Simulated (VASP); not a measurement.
Wanted: the native input for a VASP 6.6.1 run.

```yaml
Task: single point
Functional: PBE
Dispersion: D3(BJ)
Potentials_or_basis: VASP PAW PBE potentials, release 64 (S, Pt)
Cutoff: 520 eV
k_mesh: 9 × 9 × 1
Occupations: gaussian, width 0.02 eV
Spin: no spin polarisation
Dipole_correction: yes
Further_INCAR_settings: ALGO = Normal; EDIFF = 1e-06; NBANDS = 18
```

The structure of PtS2 lies in POSCAR:

```
PtS2
1.0
    3.5890000000      0.0000000000      0.0000000000
   -1.7945000000      3.1081651742      0.0000000000
    0.0000000000      0.0000000000     30.8254864268
S Pt
2 1
Direct
    0.6666666667      0.3333333333      0.4576162406
    0.3333333333      0.6666666667      0.5423837594
    0.0000000000      0.0000000000      0.5000000000
```

One way to write it, as run:

INCAR

```
SYSTEM = PtS2
ALGO     = Normal         ! electronic algorithm
DIPOL    = 0.5 0.5 0.500
EDIFF    = 1E-6           ! SCF threshold, eV
ENCUT    = 520            ! plane-wave cutoff, eV
GGA      = PE             ! functional
IDIPOL   = 3            
ISIF     = 2              ! what is computed and relaxed
ISMEAR   = 0              ! smearing method
IVDW     = 12             ! dispersion correction
LASPH    = .True.         ! aspherical terms in the spheres
LCHARG   = .False.        ! write CHGCAR
LDIPOL   = .True.       
LREAL    = .False.        ! projectors in reciprocal space
LWAVE    = .False.        ! write WAVECAR
NBANDS   = 18             ! bands
NELM     = 80             ! most SCF steps
PREC     = Accurate       ! precision mode
SIGMA    = 0.02           ! smearing width, eV
```

KPOINTS

```
k-points
0
Gamma
  9 9 1
  0 0 0
```

Potentials or basis: VASP PAW PBE potentials, release 64 (S, Pt).

Command:

```console
$ cat potpaw_PBE.64/S/POTCAR potpaw_PBE.64/Pt/POTCAR > POTCAR
$ mpirun -np 1 vasp_std > vasp.out
```

Results of the run:

```yaml
Largest_force: 1.086 eV/Å
Band_gap_on_the_k_mesh: 1.71 eV (least direct gap 1.79 eV)
Dispersion_energy_per_atom: -0.265 eV
```

Caveat: spin-orbit coupling is left out, which moves the levels of the heavy elements.

Run time: 2.5 min on 1 thread of Intel(R) Xeon(R) Platinum 8488C (Sapphire Rapids), with other jobs on the host, peak memory 0.48 GiB.
